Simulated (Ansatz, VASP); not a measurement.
Two plane-wave programs on Na

```
CELL_PARAMETERS angstrom
3.71766 0.00000 0.00000
-1.85883 3.21959 0.00000
0.00000 0.00000 5.89817
ATOMIC_POSITIONS crystal
Na 0.20445 0.66667 0.25000
Na 0.79555 0.33333 0.75000
```

Change from the starting cell: mode 4 frozen in at -0.467 Å, equal normal strain along x and y +0.0267.

Alike in both runs: task single point; functional LDA; k mesh 15 × 15 × 8; occupations gaussian, width 0.15 eV; no spin polarisation.

|  | VASP | Ansatz |
| --- | --- | --- |
| version | VASP 6.6.1 | Ansatz 0.2.0 |
| potentials or method | VASP PAW LDA potentials, release 64 (Na_pv), cutoff 520 eV | scalar-relativistic, plane waves, PAW |
| valence electrons in the cell | 14 | 18 |

|  | VASP | Ansatz | Ansatz less VASP |
| --- | --- | --- | --- |
| gap on the k mesh at the Fermi level (eV) | none | none | - |
| pressure (GPa) | -0.3 | -0.3 | -0.03 |
| traceless stress, the component that is largest in VASP (GPa) | 0.78 | 0.78 | 0.000 |
| rms of the force components (eV/Å) | 0.076 | 0.076 | +0.0001 |

LDA's correlation is that of Perdew and Zunger in VASP and of Perdew and Wang (1992) in Ansatz. Atom by atom the forces differ by 0.000 eV/Å (rms over components). A gap of «none» marks a metal or a gap that the smearing closes. VASP's potentials hold 14 valence electrons a cell and Ansatz's 18, so a difference there can come from the potentials and not from the codes.
